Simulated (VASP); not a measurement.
Set up this calculation in VASP 6.6.1, as the native input.

| Item | Value |
| --- | --- |
| Task | single point |
| Functional | PBEsol |
| Potentials or basis | VASP PAW PBE potentials, release 64 (B, N) |
| Cutoff | 520 eV |
| k mesh | 12 × 12 × 4 |
| Occupations | gaussian, width 0.05 eV |
| Spin | no spin polarisation |
| Dipole correction | no |
| Further INCAR settings | ALGO = Normal; EDIFF = 1e-07; NBANDS = 16 |

The structure of BN lies in POSCAR:

```
BN
1.0
    2.5043488457      0.0000000000      0.0000000000
   -1.2521744229      2.1688297203      0.0162662229
    0.0000000000      0.0526432176      7.0190956742
B N
2 2
Direct
    0.3333333333      0.6666666667      0.2500000000
    0.6666666667      0.3333333333      0.7500000000
    0.3333333333      0.6666666667      0.7500000000
    0.6666666667      0.3333333333      0.2500000000
```

This cell differs from its parent crystal: strain +0.0150 x Voigt [0, 0, 0, 1, 0, 0].

The input as run:

INCAR

```
SYSTEM = BN
  PREC = Accurate
  ENCUT = 520
  EDIFF = 1E-7
  ISMEAR = 0
  SIGMA = 0.05
  LREAL = .FALSE.
  LASPH = .TRUE.
  NELM = 80
  ALGO = Normal
  ISIF = 2
  LWAVE = .FALSE.
  LCHARG = .TRUE.
  GGA = PS
  LELF = .TRUE.
  LVHAR = .TRUE.
  NBANDS = 16
```

KPOINTS

```
Automatic mesh
0
G
  12 12 4
  0 0 0
```

Potentials or basis: VASP PAW PBE potentials, release 64 (B, N).

Launch:

```console
$ cat potpaw_PBE.64/B/POTCAR potpaw_PBE.64/N/POTCAR > POTCAR
$ mpirun -np 1 vasp_std > vasp.out
```

It gave:

| Quantity | Value |
| --- | --- |
| Pressure | 0.3 GPa |
| Band gap on the k mesh | 4.24 eV, indirect (least direct gap 4.54 eV) |

Caveat: the cell differs from its parent crystal (strain +0.0150 x Voigt [0, 0, 0, 1, 0, 0]); the PAW data sets were made with another functional, which shifts forces and pressure a little; this functional lacks dispersion, which binds the layers, so the pressure and a relaxed spacing across them are unreliable.

Run time: 120 s on 1 thread of Intel(R) Xeon(R) Platinum 8259CL CPU @ 2.50GHz (Skylake/Cascade Lake), with other jobs on the host, peak memory 0.21 GiB.
